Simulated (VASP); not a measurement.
# InSb: single point with PBE+D3(BJ)

Slab: InSb, a slab with vacuum.

```
In Sb
1.0
     9.25864    0.00000    0.00000
     0.00000    6.54685    0.00000
     0.00000    0.00000   24.07932
In Sb
6 6
Cartesian
  2.3147 3.2734 8.0000
  6.9440 3.2734 8.0000
  4.6049 0.5032 10.6312
  -0.0427 0.4160 10.5814
  6.9729 3.3003 12.1460
  2.2488 3.2980 11.9461
  4.6293 1.6367 8.0000
  0.0000 1.6367 8.0000
  6.8936 5.3306 10.1089
  2.3041 5.3865 10.0131
  0.0331 1.8684 12.9993
  4.5479 2.0463 13.0279
```

```
Program                : VASP 6.6.1
Task                   : single point
Functional             : PBE
Dispersion             : D3(BJ)
Potentials or basis    : VASP PAW PBE potentials, release 64 (In_d, Sb)
Cutoff                 : 520 eV
k mesh                 : 2 × 3 × 1
Occupations            : gaussian, width 0.1 eV
Spin                   : no spin polarisation
Dipole correction      : yes
Further INCAR settings : ALGO = Normal; EDIFF = 1e-06; NBANDS = 66
```

```
Largest force              : 0.775 eV/Å
Band gap on the k mesh     : 0.17 eV
Dispersion energy per atom : -0.204 eV
```

Forces in eV/Å, atoms in the order of the input:
```
In   0.005 -0.180  0.645
In  -0.003 -0.134  0.721
In   0.052  0.041  0.022
In  -0.041  0.052 -0.066
In  -0.103 -0.115 -0.205
In   0.031 -0.002 -0.022
Sb  -0.005  0.115 -0.712
Sb  -0.009  0.172 -0.756
Sb   0.003 -0.002  0.017
Sb  -0.003  0.031  0.001
Sb  -0.086  0.117  0.208
Sb   0.161 -0.097  0.147
```

Levels at points of the mesh, in eV from the valence-band top:
| k point | band 50 | band 51 | band 52 | band 53 | band 54 | band 55 | band 56 | band 57 | band 58 | band 59 |
| --- | --- | --- | --- | --- | --- | --- | --- | --- | --- | --- |
| (0.00, 0.00, 0.00) | -1.12 | -0.75 | -0.73 | -0.40 | 0.00 | 0.33 | 0.49 | 0.95 | 1.28 | 1.71 |
| (0.50, 0.00, 0.00) | -1.54 | -0.87 | -0.73 | -0.56 | -0.52 | 0.69 | 0.72 | 1.67 | 1.77 | 2.05 |

Wall time 23 min on 1 thread of Oxide Virtual Turin-like Processor (shared host), peak memory 1.2 GiB.

Caveat: spin-orbit coupling is left out, which moves the levels of the heavy elements.
